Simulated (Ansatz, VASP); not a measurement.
# One calculation of Rh, two programs

```
CELL_PARAMETERS angstrom
0.00000 1.85125 1.85125
1.85125 0.00000 1.85125
1.85125 1.85125 0.00000
ATOMIC_POSITIONS crystal
Rh 0.00000 0.00000 0.00000
```

Alike in both runs: task single point; functional PBEsol; k mesh 18 × 18 × 18; occupations gaussian, width 0.1 eV; no spin polarisation.

```csv
,VASP,Ansatz
version,VASP 6.6.1,Ansatz 0.2.0
potentials or method,"VASP PAW PBE potentials, release 64 (Rh_pv), cutoff 520 eV","scalar-relativistic, plane waves, PAW"
valence electrons in the cell,15,17
```

|  | VASP | Ansatz | Ansatz less VASP |
| --- | --- | --- | --- |
| gap on the k mesh at the Fermi level (eV) | none | none | - |
| pressure (GPa) | 21.4 | 21.5 | +0.09 |

VASP's potentials were made for PBE, not for PBEsol. A gap of «none» marks a metal or a gap that the smearing closes. VASP's potentials hold 15 valence electrons a cell and Ansatz's 17, so a difference there can come from the potentials and not from the codes.
